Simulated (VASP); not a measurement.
Input of a VASP 6.6.1 run:

The input INCAR:

```
PREC     = Accurate       # precision mode
ENCUT    = 520            # plane-wave cutoff, eV
EDIFF    = 1E-7           # SCF threshold, eV
ISMEAR   = -1             # smearing method
SIGMA    = 0.02           # smearing width, eV
LREAL    = False          # projectors in reciprocal space
LASPH    = True           # aspherical terms in the spheres
NELM     = 80             # most SCF steps
ALGO     = Normal         # electronic algorithm
ISIF     = 2              # what is computed and relaxed
LWAVE    = False          # write WAVECAR
LCHARG   = False          # write CHGCAR
GGA      = PE             # functional
NBANDS   = 17             # bands
```

Contents of KPOINTS:

```
regular mesh
0
Gamma
  8 8 8
```

File POSCAR:

```
SnO
1.0
    0.0233401540      2.5369732568      2.5369732568
    2.5369732568      0.0233401540      2.5369732568
    2.5603134108      2.5603134108      0.0000000000
Sn O
1 1
Direct
    0.0000000000      0.0000000000      0.0000000000
    0.5000000000      0.5000000000      0.5000000000
```

Potentials or basis: VASP PAW PBE potentials, release 64 (Sn_d, O).

The run is started by

```bash
$ cat potpaw_PBE.64/Sn_d/POTCAR potpaw_PBE.64/O/POTCAR > POTCAR
$ mpirun -np 1 vasp_std > vasp.out
```

Problem. Estimate the band gap on the k mesh.

Solution. 0.84 eV (least direct gap 0.90 eV).

Problem. Predict the pressure.

Solution. 2.4 GPa.

Stress tensor (GPa, compression positive):
```
 2.41 -0.30  0.00
-0.30  2.41  0.00
 0.00  0.00  2.39
```

Caveat: the cell differs from its parent crystal (shear xy strain +1.8%); spin-orbit coupling is left out, which moves the levels of the heavy elements. A k mesh can miss the band edges.
